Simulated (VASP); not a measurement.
GaN: single point with r2SCAN

Crystal: GaN.

```xyz
2
Lattice="0.0225 2.2714 2.2714 2.2714 0.0225 2.2714 2.2714 2.2714 0.0225" Properties=species:S:1:pos:R:3 pbc="T T T"
Ga    0.0030    0.0030    0.0030
N     1.1383    1.1383    1.1383
```

This cell differs from its parent crystal: strain along [111] +1.5%.

* Program: VASP 6.6.1
* Task: single point
* Functional: r2SCAN
* Potentials or basis: VASP PAW PBE potentials, release 64 (Ga_d, N)
* Cutoff: 520 eV
* k mesh: 10 × 10 × 10
* Occupations: gaussian, width 0.01 eV
* Spin: no spin polarisation

- Pressure: -1.6 GPa
- Band gap on the k mesh: 2.02 eV, direct

Stress tensor (GPa, compression positive):
```
-1.65 -1.62 -1.62
-1.62 -1.65 -1.62
-1.62 -1.62 -1.65
```

Levels at points of the mesh, in eV from the valence-band top:
```
           k point  band 6  band 7  band 8  band 9  band 10  band 11  band 12  band 13
(0.00, 0.00, 0.00)  -13.52   -0.10    0.00    0.00     2.02    10.70    11.03    11.03
(0.50, 0.00, 0.00)  -12.37   -7.11   -1.07   -1.01     5.02     9.37    10.84    10.91
(0.50, 0.50, 0.00)  -12.01   -6.21   -2.85   -2.71     3.72     7.16    12.47    14.78
(0.50, 0.50, 0.50)  -12.44   -7.19   -0.95   -0.95     5.21     9.30    11.08    11.08
```

Wall time 69 s on 1 thread of Intel(R) Xeon(R) Platinum 8488C (Sapphire Rapids), on a shared host, peak memory 0.17 GiB.

Caveat: the cell differs from its parent crystal (strain along [111] +1.5%); the PAW data sets were made with another functional, which shifts forces and pressure a little.
